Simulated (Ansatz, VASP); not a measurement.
Cs: VASP beside Ansatz

```
CELL_PARAMETERS angstrom
5.30023 0.00000 0.00000
-2.65011 4.59013 0.00000
0.00000 0.00000 4.98221
ATOMIC_POSITIONS crystal
Cs 0.00000 0.00000 0.00000
```

Alike in both runs: task relaxation of cell and atoms; functional PBE; k mesh 8 × 8 × 8; occupations fermi-dirac, width 0.08 eV; no spin polarisation.

|  | VASP | Ansatz |
| --- | --- | --- |
| version | VASP 6.6.1 | Ansatz 0.2.0 |
| potentials or method | VASP PAW PBE potentials, release 64 (Cs_sv) | PAW with Ansatz's default frozen-core files, scalar-relativistic |
| plane-wave cutoff (eV) | 600 | 420 |
| valence electrons in the cell | 9 | 9 |

```csv
,VASP,Ansatz,Ansatz less VASP
relaxed volume (Å³/atom),122.48,121.21,-1.273
relaxed length of the cell vector where the two differ most in proportion (Å),5.005,4.982,-0.0231
```

Neither program's run includes spin-orbit coupling.
